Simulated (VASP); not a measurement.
# TlBr (CsCl type) (Pm-3m) in VASP: notebook

Runs on TlBr (CsCl type). Level: PBE. Tasks: single point, relaxation of cell and atoms.

All numbers are computed with VASP 6.6.1; they aren't measurements. Logs are shortened: lines on timing, memory, paths and dates and some standing lists are left out, and cuts for length are marked.

## 1. The cell of the first run

The structure is cubic, space group Pm-3m (No. 221). Conventional cell: a = 4.052 Å, b = 4.052 Å, c = 4.052 Å, α = 90.00°, β = 90.00°, γ = 90.00°. Tl (site symmetry m-3m) has 8 Br at 3.51 Å and 6 Tl at 4.05 Å within 4.6 Å. Br (site symmetry m-3m) has 8 Tl at 3.51 Å and 6 Br at 4.05 Å within 4.6 Å.

## 2. Single point, PBE

Input file INCAR:

```
ALGO = Fast ; EDIFF = 1E-6
ENCUT = 520 ; GGA = PE
ISIF = 2 ; ISMEAR = -1
LASPH = True ; LCHARG = True
LELF = True ; LREAL = False
LVHAR = True ; LWAVE = False
NBANDS = 17 ; NELM = 100
PREC = Accurate ; SIGMA = 0.08
```

Input file KPOINTS:

```
k-points
0
Gamma
  12 12 12
```

Input file POSCAR:

```
TlBr
1.0
    4.0518326371      0.0000000000      0.0000000000
    0.0000000000      4.0518326371      0.0000000000
    0.0000000000      0.0000000000      4.0518326371
Tl Br
1 1
Direct
    0.0000000000      0.0000000000      0.0000000000
    0.5000000000      0.5000000000      0.5000000000
```

Potentials or basis: VASP PAW PBE potentials, release 64 (Tl_d, Br).

Run with:

```sh
$ cat potpaw_PBE.64/Tl_d/POTCAR potpaw_PBE.64/Br/POTCAR > POTCAR
$ mpirun -np 1 vasp_std > vasp.out
```

OUTCAR:

```text
EDIFF = 1E-6
   ENCUT = 520
   GGA = PE
   ISIF = 2
   ISMEAR = -1
   LASPH = True
   LREAL = False
   NELM = 100
   PREC = Accurate

 ion  position               nearest neighbor table
   1  0.000  0.000  0.000-
   2  0.500  0.500  0.500-

  LATTYP: Found a simple cubic cell.
 ALAT       =     4.0518326371

  Lattice vectors:

 A1 = (   4.0518326371,   0.0000000000,   0.0000000000)
 A2 = (   0.0000000000,   4.0518326371,   0.0000000000)
 A3 = (   0.0000000000,   0.0000000000,   4.0518326371)

Analysis of symmetry for initial positions (statically):
=====================================================================
 Subroutine PRICEL returns:
 Original cell was already a primitive cell.

 Routine SETGRP: Setting up the symmetry group for a
 simple cubic supercell.

 Subroutine GETGRP returns: Found 48 space group operations
 (whereof 48 operations were pure point group operations)
 out of a pool of 48 trial point group operations.

The static configuration has the point symmetry O_h .

Analysis of symmetry for dynamics (positions and initial velocities):
=====================================================================
 Subroutine PRICEL returns:
 Original cell was already a primitive cell.

 Routine SETGRP: Setting up the symmetry group for a
 simple cubic supercell.

 Subroutine GETGRP returns: Found 48 space group operations
 (whereof 48 operations were pure point group operations)
 out of a pool of 48 trial point group operations.

The dynamic configuration has the point symmetry O_h .

 Subroutine INISYM returns: Found 48 space group operations
 (whereof 48 operations are pure point group operations),
 and found     1 'primitive' translations

----------------------------------------------------------------------------------------

                                     Primitive cell

  volume of cell :      66.5203

  direct lattice vectors                    reciprocal lattice vectors
     4.051832637  0.000000000  0.000000000     0.246801902  0.000000000  0.000000000
     0.000000000  4.051832637  0.000000000     0.000000000  0.246801902  0.000000000
     0.000000000  0.000000000  4.051832637     0.000000000  0.000000000  0.246801902

  length of vectors
     4.051832637  4.051832637  4.051832637     0.246801902  0.246801902  0.246801902

  position of ions in fractional coordinates (direct lattice)
     0.000000000  0.000000000  0.000000000
     0.500000000  0.500000000  0.500000000

  ion indices of the primitive-cell ions
   primitive index   ion index
[... 73 lines left out ...]
   NELM   =    100;   NELMIN=  2; NELMDL= -5     # of ELM steps
   EDIFF  = 0.1E-05   stopping-criterion for ELM
   LREAL  =      F    real-space projection
   EDIFFG = 0.1E-04   stopping-criterion for IOM
   NSW    =      0    number of steps for IOM
   IBRION =     -1    ionic relax: 0-MD 1-quasi-New 2-CG
   NFREE  =      0    steps in history (QN), initial steepest desc. (CG)
   ISIF   =      2    stress and relaxation
   ISYM   =      2    0-nonsym 1-usesym 2-fastsym
   POTIM  = 0.5000    time-step for ionic-motion
   TEBEG  =    0.0;   TEEND  =   0.0 temperature during run
   PSTRESS=    0.0 pullay stress
   NELECT =      20.0000    total number of electrons
   NUPDOWN=      -1.0000    fix difference up-down
   EMIN   =  10.00;   EMAX   =-10.00  energy-range for DOS
   EFERMI =   0.00;   METHOD = LEGACY
   ISMEAR =    -1;   SIGMA  =   0.08  broadening in eV -4-tet -1-fermi 0-gaus
   EFERMI_NEDOS =   21; number of points for ismear=-14 and -15
   IALGO  =     68    algorithm
   IMIX   =      4    mixing-type and parameters
     AMIX     =   0.40;   BMIX     =  1.00
     AMIX_MAG =   1.60;   BMIX_MAG =  1.00
  volume/ion in A,a.u.               =      33.26       224.45
  Fermi-wavevector in a.u.,A,eV,Ry     =   1.096731  2.072520 16.365335  1.202818
  Thomas-Fermi vector in A             =   2.233078
   LORBIT       =      0    0 simple, 1 ext, 2 COOP (PROOUT), +10 PAW based schemes
   GGA     = PE    functional components
   LHFCALC =     F    Hartree Fock is set to
   AEXX    =    0.0000 exact exchange contribution
   IVDW    =     0    specifies the selected vdW correction
   LEPSILON=     F    determine dielectric tensor
   LRPA    =     F    only Hartree local field effects (RPA)
 non-spin polarized calculation
 RMM-DIIS sequential band-by-band and
  energy-cutoff  :      520.00
  volume of cell :       66.52
 maximum number of plane-waves:      1856
   NGX = 15   NGY = 15   NGZ = 15

 number of electron      19.9999999 magnetization

 Free energy of the ion-electron system (eV)
  ---------------------------------------------------
  ext. energy  EPLUGINS =         0.00000000
  ---------------------------------------------------
  free energy    TOTEN  =        -5.54561692 eV

  energy without entropy =       -5.54561682  energy(sigma->0) =       -5.54561687

 E-fermi :   2.8966     XC(G=0):  -8.7168

 val. band max:        1.8210355551   @ k =   0.5000   0.0000   0.0000
 cond. band min:       3.8187798689   @ k =   0.5000   0.0000   0.0000
 fundamental gap:      1.9977443138
 Fermi energy:         2.8965616422

 k-point     1 :       0.0000    0.0000    0.0000
  band No.  band energies     occupation
      1     -11.6049      2.00000
      2      -8.1845      2.00000
      3      -8.1845      2.00000
      4      -8.0337      2.00000
      5      -8.0337      2.00000
      6      -8.0337      2.00000
[... 457 lines left out ...]
      4      -8.0602      2.00000
      5      -8.0544      2.00000
      6      -8.0251      2.00000
[... 9 lines left out ...]
     16      12.6648      0.00000
     17      13.6253      0.00000

 [... further k-points ...]

------------------------ aborting loop because EDIFF is reached ----------------------------------------

  FORCE on cell =-STRESS in cart. coord.  units (eV):
  Direction    XX          YY          ZZ          XY          YZ          ZX
  --------------------------------------------------------------------------------------
  -------------------------------------------------------------------------------------
  Total       -0.0117847     -0.0117847     -0.0117847      0.0000000      0.0000000     -0.0000000
  in kB       -0.2838414     -0.2838414     -0.2838414      0.0000000      0.0000000     -0.0000000
  external PRESSURE =      -0.2838414 kB  Pullay stress =       0.0000000 kB

 VOLUME and BASIS-vectors are now :
 -----------------------------------------------------------------------------
  energy-cutoff  :      520.00
  volume of cell :       66.52
      direct lattice vectors                 reciprocal lattice vectors
     4.051832637  0.000000000  0.000000000     0.246801902  0.000000000  0.000000000
     0.000000000  4.051832637  0.000000000     0.000000000  0.246801902  0.000000000
     0.000000000  0.000000000  4.051832637     0.000000000  0.000000000  0.246801902

 POSITION                                       TOTAL-FORCE (eV/Angst)
 -----------------------------------------------------------------------------------
      0.00000      0.00000      0.00000         0.000000      0.000000      0.000000
      2.02592      2.02592      2.02592         0.000000      0.000000      0.000000
 -----------------------------------------------------------------------------------
    total drift:                                0.000000     -0.000000     -0.000000

  FREE ENERGIE OF THE ION-ELECTRON SYSTEM (eV)
  ---------------------------------------------------
  free  energy   TOTEN  =        -5.5456169238 eV

  energy  without entropy=       -5.5456168160  energy(sigma->0) =       -5.54561687
```

OSZICAR:

```text
N       E                     dE             d eps       ncg     rms          rms(c)
DAV:   1     0.949408279193E+02    0.94941E+02   -0.97116E+03  2928   0.102E+03
DAV:   2    -0.218158515094E+01   -0.97122E+02   -0.93948E+02  3544   0.217E+02
DAV:   3    -0.582801910202E+01   -0.36464E+01   -0.36372E+01  3315   0.365E+01
DAV:   4    -0.584917158859E+01   -0.21152E-01   -0.21150E-01  3626   0.329E+00
DAV:   5    -0.584938944814E+01   -0.21786E-03   -0.21786E-03  3325   0.323E-01    0.254E+00
RMM:   6    -0.557587323121E+01    0.27352E+00   -0.23006E-01  2914   0.189E+00    0.146E+00
RMM:   7    -0.554646343102E+01    0.29410E-01   -0.85520E-02  2994   0.107E+00    0.830E-01
RMM:   8    -0.554713318668E+01   -0.66976E-03   -0.16346E-02  3103   0.823E-01    0.252E-01
RMM:   9    -0.554558258231E+01    0.15506E-02   -0.18622E-03  3319   0.242E-01    0.123E-01
RMM:  10    -0.554559014528E+01   -0.75630E-05   -0.48289E-04  3314   0.110E-01    0.184E-02
RMM:  11    -0.554561493769E+01   -0.24792E-04   -0.39797E-05  3272   0.373E-02    0.802E-03
RMM:  12    -0.554561671059E+01   -0.17729E-05   -0.64455E-06  2890   0.160E-02    0.309E-03
RMM:  13    -0.554561692383E+01   -0.21324E-06   -0.11377E-06  2483   0.640E-03
   1 F= -.55456169E+01 E0= -.55456169E+01  d E =-.107819E-06
```

stdout:

```text
POSCAR found type information on POSCAR TlBr
 POSCAR found :  2 types and       2 ions
 scaLAPACK will be used
 LDA part: xc-table for (Slater+PW92), standard interpolation
 POSCAR, INCAR and KPOINTS ok, starting setup
 FFT: planning ... GRIDC
 FFT: planning ... GRID_SOFT
 FFT: planning ... GRID
 WAVECAR not read
 entering main loop
```

It took 63 s on 1 thread of Intel Xeon Platinum 8488C (Sapphire Rapids), shared host; peak memory 0.23 GiB.

What came out:

```
Free energy            : -5.5456 eV
Pressure               : 0.0 GPa
Band gap on the k mesh : 2.00 eV
```

Caveat: spin-orbit coupling is left out, which moves the levels of the heavy elements. A k mesh can miss the band edges.

## 3. Relaxation of cell and atoms, PBE

This run uses another cell than the first one, of 17.71 Å³/atom.

Input file INCAR:

```
SYSTEM = TlBr
  PREC = Accurate
  ENCUT = 600
  EDIFF = 1E-6
  ISMEAR = -1
  SIGMA = 0.08
  LREAL = .FALSE.
  LASPH = .TRUE.
  NELM = 100
  ALGO = Normal
  ISIF = 3
  LWAVE = .FALSE.
  LCHARG = .FALSE.
  GGA = PE
  IBRION = 2
  NSW = 60
  EDIFFG = -0.005
```

Input file KPOINTS:

```
Automatic mesh
0
G
  12 12 12
  0 0 0
```

Input file POSCAR:

```
TlBr
1.0
    3.2840044227      0.0000000000      0.0000000000
    0.0000000000      3.2840044227      0.0000000000
    0.0000000000      0.0000000000      3.2840044227
Tl Br
1 1
Direct
    0.0000000000      0.0000000000      0.0000000000
    0.5000000000      0.5000000000      0.5000000000
```

Potentials or basis: VASP PAW PBE potentials, release 64 (Tl_d, Br).

Run with:

```sh
$ cat potpaw_PBE.64/Tl_d/POTCAR potpaw_PBE.64/Br/POTCAR > POTCAR
$ mpirun -np 1 vasp_std > vasp.out
```

Wall time 4.5 min (1 thread of Intel Xeon Platinum 8488C (Sapphire Rapids), shared host); peak memory 0.2 GiB.

It converged, with:

| Property | Result |
| --- | --- |
| Free energy | -5.5369 eV |
| Relaxed volume | 33.13 Å³/atom |
| Relaxed cell | a = 4.047 Å, b = 4.047 Å, c = 4.047 Å, α = 90.00°, β = 90.00°, γ = 90.00° |
| Space group after relaxing (to 0.1 Å) | Pm-3m (No. 221) |
| Energy gained by relaxing | 1584.3 meV/atom |
| Ionic steps | 22 |
| Pressure after relaxing | 0.0 GPa |
| Band gap on the k mesh | 1.99 eV |

Step by step:
```
step  energy change (eV)  largest force (eV/Å)  pressure (GPa)  volume (Å³)
   1              0.0000                0.0000           60.04        35.42
   2             -3.0156                0.0000           -2.62        81.48
   3             -3.1484                0.0000            1.64        62.02
   4             -3.1661                0.0000           -0.48        67.90
   5             -3.1686                0.0000           -0.04        66.43
   6             -3.1683                0.0000            0.20        65.68
   7             -3.1683                0.0000            0.20        65.68
   8             -3.1683                0.0000            0.19        65.69
   9             -3.1683                0.0000            0.19        65.69
  10             -3.1683                0.0000            0.19        65.69
  11             -3.1683                0.0000            0.19        65.69
  12             -3.1683                0.0000            0.19        65.69
  13             -3.1683                0.0000            0.19        65.69
  14             -3.1683                0.0000            0.19        65.69
  15             -3.1683                0.0000            0.20        65.69
  16             -3.1683                0.0000            0.21        65.70
  17             -3.1683                0.0000            0.18        65.71
  18             -3.1683                0.0000            0.18        65.72
  19             -3.1684                0.0000            0.17        65.76
  20             -3.1684                0.0000            0.13        65.83
  21             -3.1685                0.0000            0.08        65.97
  22             -3.1686                0.0000            0.00        66.26
```

Final structure:
```xyz
2
Lattice="4.0466 0.0000 0.0000 0.0000 4.0466 0.0000 0.0000 0.0000 4.0466" Properties=species:S:1:pos:R:3 pbc="T T T"
Tl    0.0000    0.0000    4.0466
Br    2.0233    2.0233    2.0233
```

Levels at points of the mesh, in eV from the valence-band top:
| k point | band 8 | band 9 | band 10 | band 11 | band 12 | band 13 |
| --- | --- | --- | --- | --- | --- | --- |
| (0.00, 0.00, 0.00) | -1.09 | -1.09 | -1.09 | 7.06 | 7.06 | 7.06 |
| (0.50, 0.00, 0.00) | -0.64 | -0.64 | 0.00 | 1.99 | 5.78 | 5.78 |
| (0.50, 0.50, 0.00) | -2.59 | -2.59 | -0.56 | 4.83 | 4.83 | 7.24 |
| (0.50, 0.50, 0.50) | -1.68 | -1.68 | -1.68 | 2.34 | 2.34 | 2.34 |

Caveat: the volume moved by over 15 % at a fixed basis, so the end points are rough; spin-orbit coupling is left out, which moves the levels of the heavy elements. A k mesh can miss the band edges.
